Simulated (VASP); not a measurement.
# HgP (F-43m) in VASP: further runs

Runs on HgP. Level: r2SCAN. Tasks: single point.

Program: VASP 6.6.1. These are calculated values, not measurements. Logs are shortened: lines on timing, memory, paths and dates and some standing lists are left out, and cuts for length are marked.

## Step 1: The cell of the first run

It takes space group F-43m (No. 216, cubic). The conventional cell has a = 5.744 Å, b = 5.744 Å, c = 5.744 Å, α = 90.00°, β = 90.00°, γ = 90.00°. Hg (site symmetry -43m) has 4 P at 2.49 Å within 3.3 Å. P (site symmetry -43m) has 4 Hg at 2.49 Å within 3.3 Å.

## Step 2: Single point, r2SCAN (volume scaled by 0.960)

The input, POSCAR:

```
HgP
1.0
    0.0000000000      2.8721954663      2.8721954663
    2.8721954663      0.0000000000      2.8721954663
    2.8721954663      2.8721954663      0.0000000000
Hg P
1 1
Direct
    0.0000000000      0.0000000000      0.0000000000
    0.2500000000      0.2500000000      0.2500000000
```

The input, INCAR.step1:

```
SYSTEM = HgP
  ALGO = Normal
  EDIFF = 1E-4
  ENCUT = 520
  GGA = PE
  ISMEAR = 0
  LASPH = .True.
  LCHARG = .False.
  LREAL = .False.
  LWAVE = .True.
  NBANDS = 16
  NELM = 100
  PREC = Accurate
  SIGMA = 0.05
```

The input, INCAR.step2:

```
SYSTEM = HgP
  ALGO = Normal
  EDIFF = 1E-7
  ENCUT = 520
  ISIF = 2
  ISMEAR = 0
  ISTART = 1
  LASPH = .True.
  LCHARG = .False.
  LMIXTAU = .True.
  LREAL = .False.
  LWAVE = .False.
  METAGGA = R2SCAN
  NBANDS = 16
  NELM = 100
  PREC = Accurate
  SIGMA = 0.05
```

The input, KPOINTS:

```
k-points
0
Gamma
  10 10 10
  0 0 0
```

Potentials or basis: VASP PAW PBE potentials, release 64 (Hg, P).

The run is started by

```
$ cat potpaw_PBE.64/Hg/POTCAR potpaw_PBE.64/P/POTCAR > POTCAR
$ cp INCAR.step1 INCAR
$ mpirun -np 1 vasp_std > vasp.out
$ cp INCAR.step2 INCAR
$ mpirun -np 1 vasp_std > vasp.out
```

OUTCAR:

```text
SYSTEM = HgP
   EDIFF = 1E-7
   ENCUT = 520
   ISIF = 2
   ISMEAR = 0
   ISTART = 1
   LASPH = .True.
   LREAL = .False.
   METAGGA = R2SCAN
   NELM = 100
   PREC = Accurate

 ion  position               nearest neighbor table
   1  0.000  0.000  0.000-   2 2.49   2 2.49   2 2.49   2 2.49
   2  0.250  0.250  0.250-   1 2.49   1 2.49   1 2.49   1 2.49

  LATTYP: Found a face centered cubic cell.
 ALAT       =     5.7443909326

  Lattice vectors:

 A1 = (   0.0000000000,   2.8721954663,   2.8721954663)
 A2 = (   2.8721954663,   0.0000000000,   2.8721954663)
 A3 = (   2.8721954663,   2.8721954663,   0.0000000000)

Analysis of symmetry for initial positions (statically):
=====================================================================
 Subroutine PRICEL returns:
 Original cell was already a primitive cell.

 Routine SETGRP: Setting up the symmetry group for a
 face centered cubic supercell.

 Subroutine GETGRP returns: Found 24 space group operations
 (whereof 24 operations were pure point group operations)
 out of a pool of 48 trial point group operations.

The static configuration has the point symmetry T_d .

Analysis of symmetry for dynamics (positions and initial velocities):
=====================================================================
 Subroutine PRICEL returns:
 Original cell was already a primitive cell.

 Routine SETGRP: Setting up the symmetry group for a
 face centered cubic supercell.

 Subroutine GETGRP returns: Found 24 space group operations
 (whereof 24 operations were pure point group operations)
 out of a pool of 48 trial point group operations.

The dynamic configuration has the point symmetry T_d .

 Subroutine INISYM returns: Found 24 space group operations
 (whereof 24 operations are pure point group operations),
 and found     1 'primitive' translations

----------------------------------------------------------------------------------------

                                     Primitive cell

  volume of cell :      47.3884

  direct lattice vectors                    reciprocal lattice vectors
     0.000000000  2.872195466  2.872195466    -0.174082860  0.174082860  0.174082860
     2.872195466  0.000000000  2.872195466     0.174082860 -0.174082860  0.174082860
     2.872195466  2.872195466  0.000000000     0.174082860  0.174082860 -0.174082860

  length of vectors
     4.061897782  4.061897782  4.061897782     0.301520357  0.301520357  0.301520357

  position of ions in fractional coordinates (direct lattice)
     0.000000000  0.000000000  0.000000000
     0.250000000  0.250000000  0.250000000

  ion indices of the primitive-cell ions
   primitive index   ion index
                 1           1
                 2           2

----------------------------------------------------------------------------------------

 KPOINTS: k-points

Automatic generation of k-mesh.
 Grid dimensions read from file:
 generate k-points for:   10   10   10

 Generating k-lattice:

  Cartesian coordinates                     Fractional coordinates (reciprocal lattice)
    -0.017408286  0.017408286  0.017408286     0.100000000  0.000000000  0.000000000
     0.017408286 -0.017408286  0.017408286     0.000000000  0.100000000  0.000000000
     0.017408286  0.017408286 -0.017408286     0.000000000  0.000000000  0.100000000

  Length of vectors
     0.030152036  0.030152036  0.030152036

  Shift w.r.t. Gamma in fractional coordinates (k-lattice)
     0.000000000  0.000000000  0.000000000

 Subroutine IBZKPT returns following result:
 ===========================================

 Found     47 irreducible k-points:

 Following reciprocal coordinates:
            Coordinates               Weight
  0.000000  0.000000  0.000000      1.000000
  0.100000  0.000000  0.000000      8.000000
  0.200000  0.000000  0.000000      8.000000
  0.300000  0.000000  0.000000      8.000000
  0.400000  0.000000  0.000000      8.000000
  0.500000  0.000000  0.000000      4.000000
[... 16 lines left out ...]
  0.300000  0.300000  0.000000      6.000000
  0.400000  0.300000  0.000000     24.000000
 [... further k-points ...]
   k-points           NKPTS =     47   k-points in BZ     NKDIM =     47   number of bands    NBANDS=     16
   number of dos      NEDOS =    301   number of ions     NIONS =      2
   total plane-waves  NPLWV =  27000
   dimension x,y,z NGX =    30 NGY =   30 NGZ =   30
   dimension x,y,z NGXF=    60 NGYF=   60 NGZF=   60
   ions per type =               1   1
   NGX,Y,Z   is equivalent  to a cutoff of  12.28, 12.28, 12.28 a.u.
   NGXF,Y,Z  is equivalent  to a cutoff of  24.56, 24.56, 24.56 a.u.
 SYSTEM =  HgP
   PREC   = accura    normal or accurate (medium, high low for compatibility)
   ISTART =      1    job   : 0-new  1-cont  2-samecut
   ICHARG =      0    charge: 1-file 2-atom 10-const
   ISPIN  =      1    spin polarized calculation?
   LNONCOLLINEAR =      F non collinear calculations
   LSORBIT =      F    spin-orbit coupling
   LASPH  =      T    aspherical Exc in radial PAW
   ENCUT  =  520.0 eV  38.22 Ry    6.18 a.u.   7.55  7.55  7.55*2*pi/ulx,y,z
   NELM   =    100;   NELMIN=  2; NELMDL=  0     # of ELM steps
   EDIFF  = 0.1E-06   stopping-criterion for ELM
   LREAL  =      F    real-space projection
   EDIFFG = 0.1E-05   stopping-criterion for IOM
   NSW    =      0    number of steps for IOM
   IBRION =     -1    ionic relax: 0-MD 1-quasi-New 2-CG
   NFREE  =      0    steps in history (QN), initial steepest desc. (CG)
   ISIF   =      2    stress and relaxation
   ISYM   =      2    0-nonsym 1-usesym 2-fastsym
   POTIM  = 0.5000    time-step for ionic-motion
   TEBEG  =    0.0;   TEEND  =   0.0 temperature during run
   PSTRESS=    0.0 pullay stress
   NELECT =      17.0000    total number of electrons
   NUPDOWN=      -1.0000    fix difference up-down
   EMIN   =  10.00;   EMAX   =-10.00  energy-range for DOS
   EFERMI =   0.00;   METHOD = LEGACY
   ISMEAR =     0;   SIGMA  =   0.05  broadening in eV -4-tet -1-fermi 0-gaus
   EFERMI_NEDOS =   21; number of points for ismear=-14 and -15
   IALGO  =     38    algorithm
   IMIX   =      4    mixing-type and parameters
     AMIX     =   0.40;   BMIX     =  1.00
     AMIX_MAG =   1.60;   BMIX_MAG =  1.00
  volume/ion in A,a.u.               =      23.69       159.90
  Fermi-wavevector in a.u.,A,eV,Ry     =   1.163234  2.198194 18.410230  1.353114
  Thomas-Fermi vector in A             =   2.299786
   LORBIT       =      0    0 simple, 1 ext, 2 COOP (PROOUT), +10 PAW based schemes
   METAGGA = R2SCAN    functional components
   LHFCALC =     F    Hartree Fock is set to
   AEXX    =    0.0000 exact exchange contribution
   IVDW    =     0    specifies the selected vdW correction
   LEPSILON=     F    determine dielectric tensor
   LRPA    =     F    only Hartree local field effects (RPA)
 non-spin polarized calculation
 Gauss-broadening in eV      SIGMA  =   0.05
  energy-cutoff  :      520.00
  volume of cell :       47.39
 maximum number of plane-waves:      1298
   NGX = 15   NGY = 15   NGZ = 15

 number of electron      17.0000000 magnetization

 Free energy of the ion-electron system (eV)
  ---------------------------------------------------
  ext. energy  EPLUGINS =         0.00000000
  ---------------------------------------------------
  free energy    TOTEN  =       -57.41115075 eV

  energy without entropy =      -57.41000780  energy(sigma->0) =      -57.41057927

 E-fermi :   2.6129     XC(G=0): -10.3474

 val. band max:        2.5525794004   @ k =   0.5000   0.2000   0.1000
 cond. band min:       2.6175363851   @ k =   0.4000   0.1000   0.0000
 fundamental gap:      0.0649569848
 Fermi energy:         2.6128937399

 k-point     1 :       0.0000    0.0000    0.0000
  band No.  band energies     occupation
      1      -9.5909      2.00000
      2      -5.3116      2.00000
      3      -5.3116      2.00000
      4      -5.3116      2.00000
      5      -4.4284      2.00000
      6      -4.4284      2.00000
[... 8 lines left out ...]
     15      14.6857      0.00000
     16      14.6857      0.00000

 k-point     2 :       0.1000    0.0000    0.0000
  band No.  band energies     occupation
      1      -9.5062      2.00000
      2      -5.2917      2.00000
      3      -5.2856      2.00000
      4      -5.2856      2.00000
      5      -4.4306      2.00000
      6      -4.4306      2.00000
[... 8 lines left out ...]
     15      14.1290      0.00000
     16      14.1290      0.00000

 k-point     3 :       0.2000    0.0000    0.0000
  band No.  band energies     occupation
      1      -9.2784      2.00000
      2      -5.2217      2.00000
      3      -5.2217      2.00000
      4      -5.1949      2.00000
      5      -4.4285      2.00000
      6      -4.4285      2.00000
[... 8 lines left out ...]
     15      13.6486      0.00000
     16      13.9677      0.00000

 k-point     4 :       0.3000    0.0000    0.0000
  band No.  band energies     occupation
      1      -8.9875      2.00000
      2      -5.1552      2.00000
      3      -5.1552      2.00000
      4      -4.9216      2.00000
      5      -4.4059      2.00000
      6      -4.4059      2.00000
[... 8 lines left out ...]
     15      13.8656      0.00000
     16      13.8656      0.00000
[... 324 lines left out ...]
 k-point    22 :      -0.2000    0.2000    0.0000
  band No.  band energies     occupation
      1      -8.8851      2.00000
      2      -5.1136      2.00000
      3      -5.1063      2.00000
      4      -4.9060      2.00000
      5      -4.4742      2.00000
      6      -4.3161      2.00000
[... 8 lines left out ...]
     15      15.3514      0.00000
     16      16.1936      0.00000

 k-point    23 :       0.3000    0.3000    0.0000
  band No.  band energies     occupation
      1      -8.7794      2.00000
      2      -5.2078      2.00000
      3      -4.9286      2.00000
      4      -4.9286      2.00000
      5      -4.4506      2.00000
      6      -4.3027      2.00000
[... 8 lines left out ...]
     15      14.6597      0.00000
     16      17.9970      0.00000

 k-point    24 :       0.4000    0.3000    0.0000
  band No.  band energies     occupation
      1      -8.5897      2.00000
      2      -5.1326      2.00000
      3      -4.8465      2.00000
      4      -4.8327      2.00000
      5      -4.2822      2.00000
      6      -4.2405      2.00000
[... 8 lines left out ...]
     15      14.9591      0.00000
     16      18.0844      0.00000

 [... further k-points ...]

------------------------ aborting loop because EDIFF is reached ----------------------------------------

  FORCE on cell =-STRESS in cart. coord.  units (eV):
  Direction    XX          YY          ZZ          XY          YZ          ZX
  --------------------------------------------------------------------------------------
  -------------------------------------------------------------------------------------
  Total        0.9398420      0.9398420      0.9398420      0.0000000      0.0000000     -0.0000000
  in kB       31.7755775     31.7755775     31.7755775      0.0000000      0.0000000     -0.0000000
  external PRESSURE =      31.7755775 kB  Pullay stress =       0.0000000 kB

 VOLUME and BASIS-vectors are now :
 -----------------------------------------------------------------------------
  energy-cutoff  :      520.00
  volume of cell :       47.39
      direct lattice vectors                 reciprocal lattice vectors
     0.000000000  2.872195466  2.872195466    -0.174082860  0.174082860  0.174082860
     2.872195466  0.000000000  2.872195466     0.174082860 -0.174082860  0.174082860
     2.872195466  2.872195466  0.000000000     0.174082860  0.174082860 -0.174082860

 POSITION                                       TOTAL-FORCE (eV/Angst)
 -----------------------------------------------------------------------------------
      0.00000      0.00000      0.00000         0.000000     -0.000000     -0.000000
      1.43610      1.43610      1.43610        -0.000000      0.000000      0.000000
 -----------------------------------------------------------------------------------
    total drift:                                0.000001      0.000001      0.000001

  FREE ENERGIE OF THE ION-ELECTRON SYSTEM (eV)
  ---------------------------------------------------
  free  energy   TOTEN  =       -57.4111507454 eV

  energy  without entropy=      -57.4100078012  energy(sigma->0) =      -57.41057927
```

Run time: 1.8 min. Hardware: 1 thread of Intel Xeon Platinum 8488C (Sapphire Rapids), shared host; peak memory 0.19 GiB.

Results:

```yaml
Free_energy: -57.4112 eV
Pressure: 3.2 GPa
```

Caveat: the PAW data sets were made with another functional, which shifts forces and pressure a little; spin-orbit coupling is left out, which moves the levels of the heavy elements.

## Step 3: Single point, r2SCAN (volume scaled by 0.980)

The input, POSCAR:

```
HgP
1.0
    0.0000000000      2.8920043369      2.8920043369
    2.8920043369      0.0000000000      2.8920043369
    2.8920043369      2.8920043369      0.0000000000
Hg P
1 1
Direct
    0.0000000000      0.0000000000      0.0000000000
    0.2500000000      0.2500000000      0.2500000000
```

The input, INCAR.step1:

```
  PREC = Accurate
  ENCUT = 520
  ISMEAR = 0
  SIGMA = 0.05
  LREAL = F
  LASPH = T
  NELM = 80
  NBANDS = 16
  GGA = PE
  ALGO = Normal
  EDIFF = 1E-4
  LWAVE = T
  LCHARG = F
```

The input, INCAR.step2:

```
  PREC = Accurate
  ENCUT = 520
  EDIFF = 1E-7
  ISMEAR = 0
  SIGMA = 0.05
  LREAL = F
  LASPH = T
  NELM = 80
  ALGO = Normal
  ISIF = 2
  LWAVE = F
  LCHARG = T
  METAGGA = R2SCAN
  LMIXTAU = T
  LELF = T
  LVHAR = T
  NBANDS = 16
  ISTART = 1
```

The input, KPOINTS:

```
Automatic mesh
0
Gamma
  10 10 10
```

Potentials or basis: VASP PAW PBE potentials, release 64 (Hg, P).

The run is started by

```
$ cat potpaw_PBE.64/Hg/POTCAR potpaw_PBE.64/P/POTCAR > POTCAR
$ cp INCAR.step1 INCAR
$ mpirun -np 1 vasp_std > vasp.out
$ cp INCAR.step2 INCAR
$ mpirun -np 1 vasp_std > vasp.out
```

It took 2 min on 1 thread of Intel Xeon Platinum 8488C (Sapphire Rapids), shared host; peak memory 0.19 GiB.

It converged, with:

- Free energy: -57.4262 eV
- Pressure: 1.6 GPa

Levels at points of the mesh, in eV from the Fermi level:
| k point | band 7 | band 8 | band 9 | band 10 | band 11 | band 12 |
| --- | --- | --- | --- | --- | --- | --- |
| (0.00, 0.00, 0.00) | 1.71 | 1.71 | 1.71 | 1.81 | 6.05 | 6.05 |
| (0.50, 0.00, 0.00) | -5.45 | 0.28 | 0.28 | 2.86 | 7.03 | 7.03 |
| (0.50, 0.50, 0.00) | -5.08 | -1.53 | -1.53 | 3.94 | 3.95 | 10.63 |

Caveat: the PAW data sets were made with another functional, which shifts forces and pressure a little; spin-orbit coupling is left out, which moves the levels of the heavy elements.

[end of part 1 of 2]
